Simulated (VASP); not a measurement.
A run of VASP 6.6.1:

INCAR

```
SYSTEM = Al12Cl
PREC = Accurate ; ENCUT = 520
EDIFF = 1E-6 ; ISMEAR = 0
SIGMA = 0.1 ; LREAL = .False.
LASPH = .True. ; NELM = 100
ALGO = Normal ; ISIF = 2
LWAVE = .False. ; LCHARG = .False.
LDIPOL = .True. ; IDIPOL = 3
DIPOL = 0.5 0.5 0.329 ; GGA = PE
IBRION = 2 ; NSW = 36
EDIFFG = -0.025
```

Contents of KPOINTS:

```
regular mesh
0
Gamma
  6 6 1
  0 0 0
```

POSCAR

```
Al12Cl
1.0
    5.7135165838      0.0000000000      0.0000000000
   -2.8567582919      4.9480505065      0.0000000000
    0.0000000000      0.0000000000     20.1013781901
Al Cl
12 1
Selective dynamics
Direct
    0.3333333333      0.1666666667      0.1989913310  F F F
    0.3333333333      0.6666666667      0.1989913310  F F F
    0.8333333333      0.1666666667      0.1989913310  F F F
    0.8333333333      0.6666666667      0.1989913310  F F F
    0.1666666667      0.3333333333      0.3134471574  F F F
    0.1666666667      0.8333333333      0.3134471574  F F F
    0.6666666667      0.3333333333      0.3134471574  F F F
    0.6666666667      0.8333333333      0.3134471574  F F F
    0.0000000000      0.0000000000      0.4278999235  F F F
    0.0000000000      0.5000000000      0.4278999235  F F F
    0.5000000000      0.0000000000      0.4278999235  F F F
    0.5000000000      0.5000000000      0.4278999235  F F F
    0.1666666667      0.3333333333      0.5096133065  F F T
```

Potentials or basis: VASP PAW PBE potentials, release 64 (Al, Cl).

The run is started by

```sh
$ cat potpaw_PBE.64/Al/POTCAR potpaw_PBE.64/Cl/POTCAR > POTCAR
$ mpirun -np 1 vasp_std > vasp.out
```

Hardware: 1 thread of Intel(R) Xeon(R) Platinum 8559C (Emerald Rapids), on a shared host.

How long does it take, and how much memory?

Run time: 12 min on 1 thread of Intel(R) Xeon(R) Platinum 8559C (Emerald Rapids), on a shared host, peak memory 0.66 GiB. Counts: scf iterations 93, k points 7, ion steps 5.
